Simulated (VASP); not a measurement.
# MgSe (Fm-3m) in VASP: notebook

The runs below take MgSe through single point, with LDA.

All numbers are computed with VASP 6.6.1; they aren't measurements. Logs are shortened: lines on timing, memory, paths and dates and some standing lists are left out, and cuts for length are marked.

### Step 1. The cell of the first run

Symmetry: Fm-3m, No. 225, cubic system. The conventional cell has a = 5.343 Å, b = 5.343 Å, c = 5.343 Å, α = 90.00°, β = 90.00°, γ = 90.00°. Mg (site symmetry m-3m) has 6 Se at 2.67 Å within 3.5 Å. Se (site symmetry m-3m) has 6 Mg at 2.67 Å within 3.5 Å.

### Step 2. Single point, LDA

Input file INCAR:

```
SYSTEM = MgSe
PREC = Accurate
ENCUT = 600
EDIFF = 1E-6
ISMEAR = 0
SIGMA = 0.01
LREAL = .FALSE.
LASPH = .TRUE.
NELM = 120
ALGO = Normal
ISIF = 2
LWAVE = .FALSE.
LCHARG = .FALSE.
NBANDS = 11
GGA_COMPAT = .FALSE.
```

Input file KPOINTS:

```
regular mesh
0
G
  8 8 8
  0 0 0
```

Input file POSCAR:

```
MgSe
1.0
    2.6714849383      2.6714849383      0.0000000000
   -2.6714849383      2.6714849383      0.0000000000
    0.0000000000      2.6714849383      2.6714849383
Mg Se
1 1
Direct
    0.0000000000      0.0000000000      0.0000000000
    0.5000000000      0.5000000000      0.0000000000
```

Potentials or basis: VASP PAW LDA potentials, release 64 (Mg, Se).

Command:

```
$ cat potpaw_LDA.64/Mg/POTCAR potpaw_LDA.64/Se/POTCAR > POTCAR
$ mpirun -np 1 vasp_std > vasp.out
```

OUTCAR:

```text
SYSTEM = MgSe
   PREC = Accurate
   ENCUT = 600
   EDIFF = 1E-6
   ISMEAR = 0
   LREAL = .FALSE.
   LASPH = .TRUE.
   NELM = 120
   ISIF = 2

 ion  position               nearest neighbor table
   1  0.000  0.000  0.000-   2 2.67   2 2.67   2 2.67   2 2.67   2 2.67   2 2.67
   2  0.500  0.500  0.000-   1 2.67   1 2.67   1 2.67   1 2.67   1 2.67   1 2.67

  LATTYP: Found a face centered cubic cell.
 ALAT       =     5.3429698766

  Lattice vectors:

 A1 = (   0.0000000000,   2.6714849383,   2.6714849383)
 A2 = (   2.6714849383,   0.0000000000,   2.6714849383)
 A3 = (   2.6714849383,   2.6714849383,   0.0000000000)

Analysis of symmetry for initial positions (statically):
=====================================================================
 Subroutine PRICEL returns:
 Original cell was already a primitive cell.

 Routine SETGRP: Setting up the symmetry group for a
 face centered cubic supercell.

 Subroutine GETGRP returns: Found 48 space group operations
 (whereof 48 operations were pure point group operations)
 out of a pool of 48 trial point group operations.

The static configuration has the point symmetry O_h .

Analysis of symmetry for dynamics (positions and initial velocities):
=====================================================================
 Subroutine PRICEL returns:
 Original cell was already a primitive cell.

 Routine SETGRP: Setting up the symmetry group for a
 face centered cubic supercell.

 Subroutine GETGRP returns: Found 48 space group operations
 (whereof 48 operations were pure point group operations)
 out of a pool of 48 trial point group operations.

The dynamic configuration has the point symmetry O_h .

 Subroutine INISYM returns: Found 48 space group operations
 (whereof 48 operations are pure point group operations),
 and found     1 'primitive' translations

----------------------------------------------------------------------------------------

                                     Primitive cell

  volume of cell :      38.1319

  direct lattice vectors                    reciprocal lattice vectors
     2.671484938  2.671484938  0.000000000     0.187161826  0.187161826 -0.187161826
    -2.671484938  2.671484938  0.000000000    -0.187161826  0.187161826 -0.187161826
     0.000000000  2.671484938  2.671484938     0.000000000  0.000000000  0.374323653

  length of vectors
     3.778050231  3.778050231  3.778050231     0.324173792  0.324173792  0.374323653

  position of ions in fractional coordinates (direct lattice)
     0.000000000  0.000000000  0.000000000
     0.500000000  0.500000000  0.000000000

  ion indices of the primitive-cell ions
   primitive index   ion index
                 1           1
                 2           2

[... 81 lines left out ...]
   PSTRESS=    0.0 pullay stress
   NELECT =       8.0000    total number of electrons
   NUPDOWN=      -1.0000    fix difference up-down
   EMIN   =  10.00;   EMAX   =-10.00  energy-range for DOS
   EFERMI =   0.00;   METHOD = LEGACY
   ISMEAR =     0;   SIGMA  =   0.01  broadening in eV -4-tet -1-fermi 0-gaus
   EFERMI_NEDOS =   21; number of points for ismear=-14 and -15
   IALGO  =     38    algorithm
   IMIX   =      4    mixing-type and parameters
     AMIX     =   0.40;   BMIX     =  1.00
     AMIX_MAG =   1.60;   BMIX_MAG =  1.00
  volume/ion in A,a.u.               =      19.07       128.66
  Fermi-wavevector in a.u.,A,eV,Ry     =   0.972767  1.838263 12.874858  0.946275
  Thomas-Fermi vector in A             =   2.103092
   LORBIT       =      0    0 simple, 1 ext, 2 COOP (PROOUT), +10 PAW based schemes
   GGA     = CA    functional components
   LHFCALC =     F    Hartree Fock is set to
   AEXX    =    0.0000 exact exchange contribution
   IVDW    =     0    specifies the selected vdW correction
   LEPSILON=     F    determine dielectric tensor
   LRPA    =     F    only Hartree local field effects (RPA)
 non-spin polarized calculation
 Gauss-broadening in eV      SIGMA  =   0.01
  energy-cutoff  :      600.00
  volume of cell :       38.13
 maximum number of plane-waves:      1287
   NGX = 15   NGY = 15   NGZ = 15

 number of electron       8.0000002 magnetization

 Free energy of the ion-electron system (eV)
  ---------------------------------------------------
  ext. energy  EPLUGINS =         0.00000000
  ---------------------------------------------------
  free energy    TOTEN  =        -8.59688485 eV

  energy without entropy =       -8.59688485  energy(sigma->0) =       -8.59688485

 E-fermi :   3.8226     XC(G=0):  -9.9952

 val. band max:        3.7053071457   @ k =   0.0000   0.0000   0.0000
 cond. band min:       5.4525555748   @ k =   0.5000   0.5000   0.0000
 fundamental gap:      1.7472484290
 Fermi energy:         3.8225859039

 k-point     1 :       0.0000    0.0000    0.0000
  band No.  band energies     occupation
      1      -9.6125      2.00000
      2       3.7053      2.00000
      3       3.7053      2.00000
      4       3.7053      2.00000
      5       6.5239      0.00000
      6      11.0373      0.00000
      7      11.0373      0.00000
      8      11.0373      0.00000
      9      13.7483      0.00000
     10      13.7483      0.00000
     11      14.6561      0.00000
[... 309 lines left out ...]
 k-point    24 :       0.5000    0.2500    0.1250
  band No.  band energies     occupation
      1      -8.1461      2.00000
      2      -1.0812      2.00000
      3       1.2609      2.00000
      4       2.3577      2.00000
      5       8.4647      0.00000
      6       9.1399      0.00000
      7      11.5746      0.00000
      8      12.9839      0.00000
      9      14.9002      0.00000
     10      15.7103      0.00000
     11      18.0071      0.00000

 [... further k-points ...]
[... 5 lines left out ...]
  --------------------------------------------------------------------------------------
  -------------------------------------------------------------------------------------
  Total        0.4006335      0.4006335      0.4006335      0.0000000      0.0000000     -0.0000000
  in kB       16.8333142     16.8333142     16.8333142      0.0000000      0.0000000     -0.0000000
  external PRESSURE =      16.8333142 kB  Pullay stress =       0.0000000 kB

 VOLUME and BASIS-vectors are now :
 -----------------------------------------------------------------------------
  energy-cutoff  :      600.00
  volume of cell :       38.13
      direct lattice vectors                 reciprocal lattice vectors
     2.671484938  2.671484938  0.000000000     0.187161826  0.187161826 -0.187161826
    -2.671484938  2.671484938  0.000000000    -0.187161826  0.187161826 -0.187161826
     0.000000000  2.671484938  2.671484938     0.000000000  0.000000000  0.374323653

 POSITION                                       TOTAL-FORCE (eV/Angst)
 -----------------------------------------------------------------------------------
      0.00000      0.00000      0.00000         0.000000     -0.000000      0.000000
      0.00000      2.67148      0.00000         0.000000      0.000000      0.000000
 -----------------------------------------------------------------------------------
    total drift:                               -0.000000      0.000000      0.000000

  FREE ENERGIE OF THE ION-ELECTRON SYSTEM (eV)
  ---------------------------------------------------
  free  energy   TOTEN  =        -8.5968848476 eV

  energy  without entropy=       -8.5968848476  energy(sigma->0) =       -8.59688485
```

OSZICAR:

```text
N       E                     dE             d eps       ncg     rms          rms(c)
DAV:   1     0.247691612259E+02    0.24769E+02   -0.37872E+03   646   0.663E+02
DAV:   2    -0.720650234908E+01   -0.31976E+02   -0.30270E+02   775   0.101E+02
DAV:   3    -0.891067359442E+01   -0.17042E+01   -0.16998E+01   778   0.253E+01
DAV:   4    -0.892031790937E+01   -0.96443E-02   -0.96436E-02   742   0.209E+00
DAV:   5    -0.892035793204E+01   -0.40023E-04   -0.40023E-04   775   0.136E-01    0.319E+00
DAV:   6    -0.864928279283E+01    0.27108E+00   -0.46348E-01   704   0.255E+00    0.202E+00
DAV:   7    -0.860025963301E+01    0.49023E-01   -0.19030E-01   728   0.170E+00    0.966E-01
DAV:   8    -0.859703877720E+01    0.32209E-02   -0.88002E-03   692   0.461E-01    0.251E-01
DAV:   9    -0.859689235833E+01    0.14642E-03   -0.42839E-04   725   0.967E-02    0.106E-01
DAV:  10    -0.859688736774E+01    0.49906E-05   -0.95814E-05   721   0.418E-02    0.431E-02
DAV:  11    -0.859688489454E+01    0.24732E-05   -0.70638E-06   707   0.117E-02    0.701E-03
DAV:  12    -0.859688484755E+01    0.46991E-07   -0.39415E-07   352   0.332E-03
   1 F= -.85968848E+01 E0= -.85968848E+01  d E =-.609468E-64
```

It took 20 s on 1 thread of Intel Xeon 8259CL, shared host; peak memory 0.15 GiB.

Results:

| Quantity | Value |
| --- | --- |
| Free energy | -8.5969 eV |
| Pressure | 1.7 GPa |
| Band gap on the k mesh | 1.75 eV, indirect (least direct gap 2.82 eV) |

Levels at points of the mesh, in eV from the valence-band top:
```csv
k point,band 1,band 2,band 3,band 4,band 5,band 6,band 7,band 8
"(0.00, 0.00, 0.00)",-13.32,0.00,0.00,0.00,2.82,7.33,7.33,7.33
"(0.50, 0.00, 0.00)",-12.04,-5.33,-0.66,-0.66,3.78,6.07,6.07,8.87
"(0.50, 0.50, 0.00)",-11.68,-4.63,-1.95,-1.95,1.75,3.71,12.19,12.55
```

A k mesh can miss the band edges. A hybrid or GW would open this gap; LDA tends to underestimate it.

### Step 3. Single point, LDA

Input file INCAR:

```
PREC = Accurate
ENCUT = 600
EDIFF = 1E-6
ISMEAR = 0
SIGMA = 0.01
LREAL = False
LASPH = True
NELM = 120
ALGO = Normal
ISIF = 2
LWAVE = False
LCHARG = False
GGA = CA
NBANDS = 11
GGA_COMPAT = False
```

Input file KPOINTS:

```
Automatic mesh
0
Gamma
  8 8 8
```

POSCAR is that of step 2.

Potentials or basis: VASP PAW LDA potentials, release 64 (Mg, Se).

Command:

```
$ cat potpaw_LDA.64/Mg/POTCAR potpaw_LDA.64/Se/POTCAR > POTCAR
$ mpirun -np 1 vasp_std > vasp.out
```

It took 22 s on 1 thread of Intel Xeon 8259CL, shared host; peak memory 0.15 GiB.

The run converged. Its results:

```yaml
Free_energy: -8.5969 eV
Pressure: 1.7 GPa
Band_gap_on_the_k_mesh: 1.75 eV, indirect (least direct gap 2.82 eV)
```

Levels at points of the mesh, in eV from the valence-band top:
```csv
k point,band 1,band 2,band 3,band 4,band 5,band 6,band 7,band 8
"(0.00, 0.00, 0.00)",-13.32,0.00,0.00,0.00,2.82,7.33,7.33,7.33
"(0.50, 0.00, 0.00)",-12.04,-5.33,-0.66,-0.66,3.78,6.07,6.07,8.87
"(0.50, 0.50, 0.00)",-11.68,-4.63,-1.95,-1.95,1.75,3.71,12.19,12.55
```

A k mesh can miss the band edges. As with any semilocal functional, this LDA gap is likely too small.

### Step 4. Single point, LDA

This run uses another cell than the first one, of 18.60 Å³/atom, 0.975 times its volume.

Input file INCAR:

```
SYSTEM = MgSe
PREC = Accurate
ENCUT = 600
EDIFF = 1E-6
ISMEAR = 0
SIGMA = 0.01
LREAL = .False.
LASPH = .True.
NELM = 120
ALGO = Normal
ISIF = 2
LWAVE = .False.
LCHARG = .True.
LELF = .True.
LVHAR = .True.
NBANDS = 11
GGA_COMPAT = .False.
```

Input file KPOINTS:

```
regular mesh
0
Gamma
  8 8 8
  0 0 0
```

Input file POSCAR:

```
MgSe
1.0
    2.6494315680      2.6494315680      0.0000000000
   -2.6494315680      2.6494315680      0.0000000000
    0.0000000000      2.6494315680      2.6494315680
Mg Se
1 1
Direct
    0.0000000000      0.0000000000      0.0000000000
    0.5000000000      0.5000000000      0.0000000000
```

Command:

```
$ cat potpaw_LDA.64/Mg/POTCAR potpaw_LDA.64/Se/POTCAR > POTCAR
$ mpirun -np 1 vasp_std > vasp.out
```

It took 22 s on 1 thread of Intel Xeon 8259CL, shared host; peak memory 0.15 GiB.

It converged, with:

```yaml
Free_energy: -8.5812 eV
Pressure: 3.7 GPa
Band_gap_on_the_k_mesh: 1.79 eV, indirect (least direct gap 3.00 eV)
```

Levels at points of the mesh, in eV from the valence-band top:
```csv
k point,band 1,band 2,band 3,band 4,band 5,band 6,band 7,band 8,band 9
"(0.00, 0.00, 0.00)",-13.47,0.00,0.00,0.00,3.00,7.32,7.32,7.32,10.08
"(0.50, 0.00, 0.00)",-12.13,-5.48,-0.69,-0.69,3.81,6.09,6.09,9.04,11.95
"(0.50, 0.50, 0.00)",-11.74,-4.77,-2.02,-2.02,1.79,3.63,12.44,12.79,12.79
```

A k mesh can miss the band edges. Expect the measured gap to be larger: semilocal functionals such as LDA lack the derivative discontinuity.

(Continued in part 2 of 2.)
